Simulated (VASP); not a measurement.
A run of VASP 6.6.1 is set up as follows.

Contents of INCAR:

```
SYSTEM = Ge
  PREC = Accurate
  ENCUT = 520
  EDIFF = 1E-7
  ISMEAR = 0
  SIGMA = 0.1
  LREAL = .False.
  LASPH = .True.
  NELM = 80
  ALGO = Normal
  ISIF = 2
  LWAVE = .False.
  LCHARG = .False.
  GGA = PE
  NBANDS = 36
```

File KPOINTS:

```
Automatic mesh
0
Gamma
  15 15 4
  0 0 0
```

The input POSCAR:

```
Ge
1.0
    3.1139512911      0.0000000000      0.0000000000
   -1.5569756455      2.6967609242      0.0000000000
    0.0000000000      0.0000000000     10.1566130278
Ge
4
Direct
    0.0000000000      0.0000000000      0.0000000000
    0.3333333300      0.6666666700      0.2500000000
    0.0000000000      0.0000000000      0.5000000000
    0.6666666700      0.3333333300      0.7500000000
```

Potentials or basis: VASP PAW PBE potentials, release 64 (Ge_d).

Launch:

```bash
$ cat potpaw_PBE.64/Ge_d/POTCAR > POTCAR
$ mpirun -np 1 vasp_std > vasp.out
```

Question: Predict the pressure.

Answer: -4.7 GPa.

Question: Predict the band gap on the k mesh.

Answer: Zero (bands 28 and 29 overlap by 8.66 eV).

Stress tensor (GPa, compression positive):
```
-5.30  0.00  0.00
 0.00 -5.30  0.00
 0.00  0.00 -3.55
```

Caveat: the cell differs from its parent crystal (Pb replaced by Ge, lengths x 0.893, strained); the cell stands under tension.
